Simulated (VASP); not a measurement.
Crystal: Sn3Se.

```
Sn Se
1.0
     4.74188    0.00000    0.00000
     0.00000    4.74188    0.00000
     0.00000    0.00000    4.74188
Sn Se
3 1
Direct
  0.50000 0.50000 0.00000
  0.50000 0.00000 0.50000
  0.00000 0.50000 0.50000
  0.00000 0.00000 0.00000
```

* Program: VASP 6.6.1
* Task: relaxation of cell and atoms
* Functional: PBEsol
* Dispersion: D4
* Potentials or basis: VASP PAW PBE potentials, release 64 (Sn_d, Se)
* Cutoff: 600 eV
* k mesh: 6 × 6 × 6
* Occupations: fermi-dirac, width 0.05 eV
* Spin: no spin polarisation

At the start: pressure -4.1 GPa; volume 26.66 Å³/atom.

Problem. Where does the relaxation end?

Solution. Over 3 steps the energy falls by 28.8 meV/atom and the volume is 24.53 Å³/atom (-8.0 %); space group Pm-3m (No. 221, to 0.05 Å).

Step by step:
```csv
step,energy change (eV),largest force (eV/Å),pressure (GPa),volume (Å³)
1,0.0000,0.0000,-4.06,106.62
2,-0.1103,0.0000,0.97,96.53
3,-0.1150,0.0000,0.02,98.11
```

Final structure:
```
CELL_PARAMETERS angstrom
4.61218 0.00000 0.00000
0.00000 4.61218 0.00000
0.00000 0.00000 4.61218
ATOMIC_POSITIONS crystal
Sn 0.50000 0.50000 0.00000
Sn 0.50000 0.00000 0.50000
Sn 0.00000 0.50000 0.50000
Se 0.00000 0.00000 0.00000
```

Caveat: the PAW data sets were made with another functional, which shifts forces and pressure a little; pairwise dispersion overbinds metals, which lowers pressure and volume.
